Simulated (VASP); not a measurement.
Here is a VASP 6.6.1 calculation.

The input INCAR:

```
ALGO = Normal
EDIFF = 1E-6
ENCUT = 520
GGA = PE
ISIF = 2
ISMEAR = 0
ISPIN = 2
LASPH = T
LCHARG = F
LMAXMIX = 4
LORBIT = 11
LREAL = F
LWAVE = F
MAGMOM = 2 0
NBANDS = 20
NELM = 150
PREC = Accurate
SIGMA = 0.05
```

The input KPOINTS:

```
k-points
0
Gamma
  10 10 10
```

Contents of POSCAR:

```
TaTe
1.0
    0.0000000000      3.1599278669      3.1599278669
    3.1599278669      0.0000000000      3.1599278669
    3.1599278669      3.1599278669      0.0000000000
Ta Te
1 1
Direct
    0.0000000000      0.0000000000      0.0000000000
    0.2500000000      0.2500000000      0.2500000000
```

Potentials or basis: VASP PAW PBE potentials, release 64 (Ta_pv, Te).

Run with:

```sh
$ cat potpaw_PBE.64/Ta_pv/POTCAR potpaw_PBE.64/Te/POTCAR > POTCAR
$ mpirun -np 1 vasp_std > vasp.out
```

Predict the pressure.

0.0 GPa.

What does it give for the site moments?

Ta +1.41; Te -0.03 μB.

What does it give for the net moment?

2.07 μB per cell.
